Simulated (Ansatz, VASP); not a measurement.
**One calculation of TePb, two programs**

```
Pb Te
1.0
     5.60625    0.00000    0.00000
    -2.80312    4.85515    0.00000
     0.00000    0.00000    6.70432
Pb Te
2 2
Direct
  0.33333 0.66667 0.93796
  0.66667 0.33333 0.43796
  0.33333 0.66667 0.43704
  0.66667 0.33333 0.93704
```

Alike in both runs: task single point; functional r2SCAN; k mesh 6 × 6 × 4; no spin polarisation.

```csv
,VASP,Ansatz
version,VASP 6.6.1,Ansatz 0.2.0
potentials or method,"VASP PAW PBE potentials, release 64 (Pb_d, Te)","plane waves, PAW"
plane-wave cutoff (eV),520,500
occupations,"gaussian, width 0.01 eV",fixed
valence electrons in the cell,40,60
```

Ansatz gave:

* gap on the k mesh at the Fermi level (eV): 1.45
* pressure (GPa): -1.6
* traceless stress, the component that is largest in VASP (GPa): -0.07

Q: Which values does VASP return?

A: gap on the k mesh at the Fermi level (eV): 1.45; pressure (GPa): -1.7; traceless stress, the component that is largest in VASP (GPa): -0.07.

VASP's potentials were made for PBE, not for r2SCAN. VASP's potentials hold 40 valence electrons a cell and Ansatz's 60, so a difference there can come from the potentials and not from the codes.

Neither program's run includes spin-orbit coupling.
